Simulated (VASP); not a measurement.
# ZnSn2N2: single point with PBEsol

ZnSn2N2:

```
CELL_PARAMETERS angstrom
3.02233 0.00000 0.00000
0.00000 3.02233 0.00000
0.00000 0.00000 7.54438
ATOMIC_POSITIONS crystal
Sn 0.50000 0.50000 0.32521
Sn 0.50000 0.50000 0.67479
Zn 0.00000 0.00000 0.00000
N 0.00000 0.50000 0.84755
N 0.50000 0.00000 0.15245
```

```
Program             : VASP 6.6.1
Task                : single point
Functional          : PBEsol
Potentials or basis : VASP PAW PBE potentials, release 64 (Sn_d, Zn, N)
Cutoff              : 520 eV
k mesh              : 8 × 8 × 4
Occupations         : fermi-dirac, width 0.05 eV
Spin                : no spin polarisation
```

```json
{
 "Pressure": "30.4 GPa",
 "Largest force": "0.080 eV/Å",
 "Band gap on the k mesh": "zero (band 25 reaches 8.96 eV, above the bottom of band 26 at 6.46 eV)"
}
```

Forces on the atoms (eV/Å):
```
Sn   0.000  0.000 -0.020
Sn   0.000  0.000  0.020
Zn   0.000  0.000  0.000
N    0.000  0.000 -0.080
N    0.000  0.000  0.080
```

Levels at points of the mesh, in eV from the Fermi level:
| k point | band 21 | band 22 | band 23 | band 24 | band 25 | band 26 | band 27 | band 28 | band 29 | band 30 |
| --- | --- | --- | --- | --- | --- | --- | --- | --- | --- | --- |
| (0.00, 0.00, 0.00) | -2.95 | -2.95 | -0.97 | -0.97 | 0.33 | 1.46 | 4.08 | 6.15 | 6.15 | 8.10 |
| (0.50, 0.00, 0.00) | -4.86 | -2.66 | -1.84 | -1.17 | -0.83 | 0.09 | 1.49 | 6.07 | 7.06 | 8.00 |
| (0.50, 0.50, 0.00) | -4.39 | -4.39 | -3.92 | -3.16 | -2.17 | -2.17 | 2.94 | 3.59 | 3.88 | 3.88 |
| (0.00, 0.00, 0.50) | -2.88 | -1.90 | -1.66 | -1.08 | -1.08 | 2.28 | 4.46 | 6.45 | 6.45 | 8.06 |
| (0.50, 0.00, 0.50) | -4.48 | -3.90 | -2.63 | -1.84 | -0.83 | 1.34 | 2.47 | 5.28 | 6.98 | 7.91 |
| (0.50, 0.50, 0.50) | -4.65 | -4.65 | -3.94 | -3.21 | -1.67 | -1.67 | 2.69 | 2.69 | 3.01 | 3.22 |

Run time: 2.6 min on 1 thread of Oxide Virtual Turin-like Processor (shared host), peak memory 0.21 GiB.

Caveat: the PAW data sets were made with another functional, which shifts forces and pressure a little; spin-orbit coupling is left out, which moves the levels of the heavy elements.
